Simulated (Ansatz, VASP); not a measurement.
# IrAu: VASP beside Ansatz

File INCAR:

```
SYSTEM = IrAu
ALGO     = Fast           ! electronic algorithm
EDIFF    = 1E-7           ! SCF threshold, eV
EDIFFG   = -0.01          ! ionic threshold
ENCUT    = 600            ! plane-wave cutoff, eV
GGA      = PE             ! functional
IBRION   = 2              ! ionic algorithm
ISIF     = 3              ! what is computed and relaxed
ISMEAR   = 0              ! smearing method
LASPH    = .TRUE.         ! aspherical terms in the spheres
LCHARG   = .FALSE.        ! write CHGCAR
LREAL    = .FALSE.        ! projectors in reciprocal space
LWAVE    = .FALSE.        ! write WAVECAR
NELM     = 60             ! most SCF steps
NSW      = 100            ! ionic steps
PREC     = Accurate       ! precision mode
SIGMA    = 0.1            ! smearing width, eV
```

The input KPOINTS:

```
k-points
0
G
  10 16 10
  0 0 0
```

POSCAR

```
IrAu
1.0
    4.8005515941      0.0000000000      0.0000000000
    0.0000000000      2.7819579327      0.0000000000
    0.0000000000      0.0000000000      4.9163270751
Ir Au
2 2
Direct
    0.7500000000      0.0000000000      0.6106830891
    0.2500000000      0.0000000000      0.3893169109
    0.7500000000      0.5000000000      0.1269737935
    0.2500000000      0.5000000000      0.8730262065
```

Input for Ansatz:

```yaml
crystal:
  lattice:
    - [4.8005515941, 0.0, 0.0]
    - [0.0, 2.7819579327, 0.0]
    - [0.0, 0.0, 4.9163270751]
  atoms:
    - { symbol: Ir, position: [0.75, 0.0, 0.6106830891] }
    - { symbol: Ir, position: [0.25, 0.0, 0.3893169109] }
    - { symbol: Au, position: [0.75, 0.5, 0.1269737935] }
    - { symbol: Au, position: [0.25, 0.5, 0.8730262065] }
basis:
  ecutwfc: 420
kpoints:
  mp_grid: { grid: [10, 16, 10] }
hamiltonian:
  xc: pbe
scf:
  occupations: { method: gaussian, width: 0.1 }
output:
  forces: true
  stress: true
  eigenvalues: true
relax:
  adjacent_minimum: "off"
  f_tol: 0.01
  max_steps: 80
  cell: { stress_tol: 0.05 }
```

Alike in both runs: task relaxation of cell and atoms; functional PBE; k mesh 10 × 16 × 10; occupations gaussian, width 0.1 eV; no spin polarisation.

```csv
,VASP,Ansatz
version,VASP 6.6.1,Ansatz 0.2.0
potentials or method,"VASP PAW PBE potentials, release 64 (Ir, Au), cutoff 600 eV","scalar-relativistic, plane waves, PAW"
valence electrons in the cell,40,72
```

```csv
,VASP,Ansatz,Ansatz less VASP
"gap on the k mesh at the Fermi level, each at its own relaxed structure (eV)",none,none,-
relaxed volume (Å³/atom),16.41,16.41,-0.001
relaxed length of the cell vector where the two differ most in proportion (Å),4.776,4.774,-0.0015
```

A gap of «none» marks a metal or a gap that the smearing closes. VASP's potentials hold 40 valence electrons a cell and Ansatz's 72, so a difference there can come from the potentials and not from the codes.

Neither program's run includes spin-orbit coupling.
